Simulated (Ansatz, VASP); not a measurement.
**Two plane-wave programs on GaSb**

The input INCAR:

```
SYSTEM = GaSb
PREC = Accurate
ENCUT = 520
EDIFF = 1E-6
ISMEAR = -1
SIGMA = 0.1
LREAL = .FALSE.
LASPH = .TRUE.
NELM = 100
ALGO = Normal
ISIF = 2
LWAVE = .FALSE.
LCHARG = .TRUE.
LELF = .TRUE.
LVHAR = .TRUE.
NBANDS = 16
```

Contents of KPOINTS:

```
regular mesh
0
G
  11 11 11
  0 0 0
```

The input POSCAR:

```
GaSb
1.0
    0.0000000000      2.6068400097      2.6068400097
    2.6068400097      0.0000000000      2.6068400097
    2.6068400097      2.6068400097      0.0000000000
Ga Sb
1 1
Direct
    0.0000000000      0.0000000000      0.0000000000
    0.2500000000      0.2500000000      0.2500000000
```

Input for Ansatz:

```yaml
crystal:
  lattice:
    - [0.0, 2.6068400097, 2.6068400097]
    - [2.6068400097, 0.0, 2.6068400097]
    - [2.6068400097, 2.6068400097, 0.0]
  atoms:
    - { symbol: Ga, position: [0.0, 0.0, 0.0] }
    - { symbol: Sb, position: [0.25, 0.25, 0.25] }
kpoints:
  mp_grid: { grid: [11, 11, 11] }
scf:
  occupations: { method: fermi_dirac, width: 0.1 }
hamiltonian:
  xc: lda
  pseudopotentials: { kind: paw }
output:
  forces: true
  stress: true
  eigenvalues: true
  populations: true
```

Change from the starting cell: volume scaled by 0.64, PAW files.

Alike in both runs: task single point; functional LDA; k mesh 11 × 11 × 11; occupations fermi-dirac, width 0.1 eV; no spin polarisation.

```csv
,VASP,Ansatz
version,VASP 6.6.1,Ansatz 0.2.0
potentials or method,"VASP PAW LDA potentials, release 64 (Ga_d, Sb)","PAW with Ansatz's default frozen-core files, scalar-relativistic"
plane-wave cutoff (eV),520,420
valence electrons in the cell,18,28
```

|  | VASP | Ansatz | Ansatz less VASP |
| --- | --- | --- | --- |
| pressure (GPa) | 70.5 | 69.5 | -0.97 |

LDA's correlation is that of Perdew and Zunger in VASP and of Perdew and Wang (1992) in Ansatz. Both programs put the cell under a high pressure, so it lies far from rest at this level. VASP's potentials hold 18 valence electrons a cell and Ansatz's 28, so a difference there can come from the potentials and not from the codes.

Neither program's run includes spin-orbit coupling. Noted on VASP's run: the cell as given lies far from equilibrium.
